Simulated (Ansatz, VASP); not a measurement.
In in VASP and in Ansatz

```
CELL_PARAMETERS angstrom
3.33548 0.00000 0.00000
-1.66774 2.88861 0.00000
0.00000 0.00000 5.50914
ATOMIC_POSITIONS crystal
In 0.66667 0.33333 0.75000
In 0.33333 0.66667 0.25000
```

Alike in both runs: task relaxation of cell and atoms; functional BLYP; dispersion D4; k mesh 9 × 9 × 5; occupations fermi-dirac, width 0.05 eV; no spin polarisation.

|  | VASP | Ansatz |
| --- | --- | --- |
| version | VASP 6.6.1 | Ansatz 0.2.0 |
| potentials or method | VASP PAW PBE potentials, release 64 (In_d) | Ansatz PAW |
| plane-wave cutoff (eV) | 600 | 420 |
| valence electrons in the cell | 26 | 26 |

VASP gave:

| Quantity | Value |
| --- | --- |
| gap on the k mesh at the Fermi level, each at its own relaxed structure (eV) | none |
| relaxed volume (Å³/atom) | 27.99 |
| relaxed length of the cell vector where the two differ most in proportion (Å) | 5.923 |

Q: Estimate Ansatz's values.

A: gap on the k mesh at the Fermi level, each at its own relaxed structure (eV): none; relaxed volume (Å³/atom): 27.91; relaxed length of the cell vector where the two differ most in proportion (Å): 5.913.

VASP's potentials were made for PBE, not for BLYP. A gap of «none» marks a metal or a gap that the smearing closes.

Noted on Ansatz's run: the plane-wave basis is chosen anew once the cell has moved, so the energies of steps on either side of that aren't comparable.
